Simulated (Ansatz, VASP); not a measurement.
## One calculation of Sr, two programs

Contents of INCAR:

```
SYSTEM = Sr
  PREC = Accurate
  ENCUT = 520
  EDIFF = 1E-6
  ISMEAR = -1
  SIGMA = 0.1
  LREAL = .FALSE.
  LASPH = .TRUE.
  NELM = 80
  ALGO = Normal
  ISIF = 2
  LWAVE = .FALSE.
  LCHARG = .TRUE.
  LELF = .TRUE.
  LVHAR = .TRUE.
  NBANDS = 11
```

Contents of KPOINTS:

```
Automatic mesh
0
G
  11 11 11
  0 0 0
```

Contents of POSCAR:

```
Sr
1.0
   -2.3747998075      2.3747998075      2.3747998075
    2.3747998075     -2.3747998075      2.3747998075
    2.3747998075      2.3747998075     -2.3747998075
Sr
1
Direct
    0.0000000000      0.0000000000      0.0000000000
```

Input for Ansatz:

```yaml
crystal:
  lattice:
    - [-2.3747998075, 2.3747998075, 2.3747998075]
    - [2.3747998075, -2.3747998075, 2.3747998075]
    - [2.3747998075, 2.3747998075, -2.3747998075]
  atoms:
    - { symbol: Sr, position: [0.0, 0.0, 0.0] }
hamiltonian:
  xc: lda
  pseudopotentials:
    kind: paw
    azcp:
      Sr: "pseudopotentials/Sr.paw.azcp"
basis:
  ecutwfc: 420
  fft_grid_basis: typed
kpoints:
  mp_grid: { grid: [11, 11, 11], shift: [0, 0, 0] }
magnetization:
  spin_polarized: false
scf:
  occupations: { method: fermi_dirac, width: 0.1 }
  lower_state_search: "off"
output:
  stress: true
  write_density: true
  write_potential: true
  elf: true
  volumetric_format: npy
```

Alike in both runs: task single point; functional LDA; k mesh 11 × 11 × 11; occupations fermi-dirac, width 0.1 eV; no spin polarisation.

|  | VASP | Ansatz |
| --- | --- | --- |
| version | VASP 6.6.1 | Ansatz 0.2.0 |
| potentials or method | VASP PAW LDA potentials, release 64 (Sr_sv), cutoff 520 eV | plane waves (420 eV) with PAW, scalar-relativistic |
| valence electrons in the cell | 10 | 10 |

|  | VASP | Ansatz | Ansatz less VASP |
| --- | --- | --- | --- |
| pressure (GPa) | -1.3 | -1.3 | +0.01 |

Ansatz warns that its potentials were made for another functional, while VASP's fit it. LDA's correlation is that of Perdew and Zunger in VASP and of Perdew and Wang (1992) in Ansatz.
